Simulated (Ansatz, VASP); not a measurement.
## Two plane-wave programs on CdS

```
Cd S
1.0
     4.04354    0.00000    0.00000
    -2.02177    3.50181    0.00000
     0.00000    0.00000    6.56418
Cd S
2 2
Cartesian
  0.0000 2.3345 0.0000
  2.0218 1.1673 3.2821
  0.0000 2.3345 2.4616
  2.0218 1.1673 5.7437
```

Alike in both runs: task single point; functional PBE; k mesh 6 × 6 × 4; no spin polarisation.

|  | VASP | Ansatz |
| --- | --- | --- |
| version | VASP 6.6.1 | Ansatz 0.2.0 |
| potentials or method | VASP PAW PBE potentials, release 64 (Cd, S), cutoff 520 eV | plane waves, PAW |
| occupations | methfessel-paxton of order 1, width 0.05 eV | cold, width 0.05 eV |
| valence electrons in the cell | 36 | 52 |

```tsv
	VASP	Ansatz	Ansatz less VASP
pressure (GPa)	8.4	7.9	-0.49
traceless stress, the component that is largest in VASP (GPa)	0.63	0.61	-0.023
```

VASP's potentials hold 36 valence electrons a cell and Ansatz's 52, so a difference there can come from the potentials and not from the codes.
